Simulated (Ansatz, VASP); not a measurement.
# WS2: VASP beside Ansatz

```
W S
1.0
     1.57900    0.91164    6.16333
    -1.57900    0.91164    6.16333
     0.00000   -1.82327    6.16333
W S
1 2
Direct
  0.00000 0.00000 0.00000
  0.75030 0.75030 0.75030
  0.55525 0.55525 0.66495
```

Alike in both runs: task single point; functional PBEsol; k mesh 12 × 12 × 12; occupations gaussian, width 0.05 eV; no spin polarisation.

```csv
,VASP,Ansatz
version,VASP 6.6.1,Ansatz 0.2.0
potentials or method,"VASP PAW PBE potentials, release 64 (W_sv, S), cutoff 520 eV","scalar-relativistic, plane waves, PAW"
valence electrons in the cell,26,26
```

VASP gave:

| Item | Value |
| --- | --- |
| gap on the k mesh at the Fermi level (eV) | 0.39 |
| least direct gap on the mesh (eV) | 1.20 |
| pressure (GPa) | 13.9 |
| traceless stress, the component that is largest in VASP (GPa) | -10.35 |
| rms of the force components (eV/Å) | 2.387 |

Task: What did Ansatz give for the same quantities?

Result: gap on the k mesh at the Fermi level (eV): 0.37; least direct gap on the mesh (eV): 1.19; pressure (GPa): 13.8; traceless stress, the component that is largest in VASP (GPa): -10.33; rms of the force components (eV/Å): 2.379.

VASP's potentials were made for PBE, not for PBEsol. Atom by atom the forces differ by 0.011 eV/Å (rms over components). The functional is the same, so the differences come from potentials, cutoffs and numerics.

Neither program's run includes spin-orbit coupling.
